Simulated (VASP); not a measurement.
Runs of VASP 6.6.1 on Cu. The structure is that of space group P6/mmm (No. 191), or close to it. The cells are those of the table. This isn't the form of Cu at room conditions, which is fcc.

```tsv
cell	k mesh	gap on the mesh (eV)	pressure (GPa)
a = 4.176, b = 4.176, c = 2.509 Å, angles 90.0, 90.0, 120.0°, 3 atoms	9 × 9 × 13	none	(b)
a = 4.062, b = 4.062, c = 2.440 Å, angles 90.0, 90.0, 120.0°, 3 atoms	10 × 10 × 14	none	13.0
a = 4.337, b = 4.337, c = 2.605 Å, angles 90.0, 90.0, 120.0°, 3 atoms	10 × 10 × 14	none	-9.5
a = 4.285, b = 4.285, c = 2.574 Å, angles 90.0, 90.0, 120.0°, 3 atoms	10 × 10 × 14	none	(a)
a = 4.176, b = 4.176, c = 2.509 Å, angles 90.0, 90.0, 120.0°, 3 atoms	10 × 10 × 14	none	0.8
```

Alike in all rows: task single point; level RPBE; potentials or basis VASP PAW PBE potentials, release 64 (Cu); no spin polarisation; cutoff (eV) 520; smearing fermi-dirac 0.1 eV.

Problem. Estimate the missing entries.

Solution. (a) -6.7; (b) 0.6.

Caveats: the PAW data sets were made with another functional, which shifts forces and pressure a little; the cell stands under tension (at least some runs); the cell stands under pressure (at least some runs).

A gap of «none» marks levels without a gap at the run's occupations.
